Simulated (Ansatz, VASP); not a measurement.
# One calculation of InAs, two programs

```
CELL_PARAMETERS angstrom
0.00000 3.05459 3.05459
3.05459 0.00000 3.05459
3.05459 3.05459 0.00000
ATOMIC_POSITIONS crystal
In 0.00000 0.00000 0.00000
As 0.25000 0.25000 0.25000
```

Alike in both runs: task single point; functional PBE; k mesh 6 × 6 × 6; no spin polarisation.

|  | VASP | Ansatz |
| --- | --- | --- |
| version | VASP 6.6.1 | Ansatz 0.2.0 |
| potentials or method | VASP PAW PBE potentials, release 64 (In_d, As) | plane waves |
| plane-wave cutoff (eV) | 500 | 420 |
| occupations | methfessel-paxton of order 1, width 0.001 eV | cold, width 0.001 eV |
| valence electrons in the cell | 18 | 28 |

```csv
,VASP,Ansatz,Ansatz less VASP
pressure (GPa),2.1,2.1,-0.06
```

VASP's potentials hold 18 valence electrons a cell and Ansatz's 28, so a difference there can come from the potentials and not from the codes.
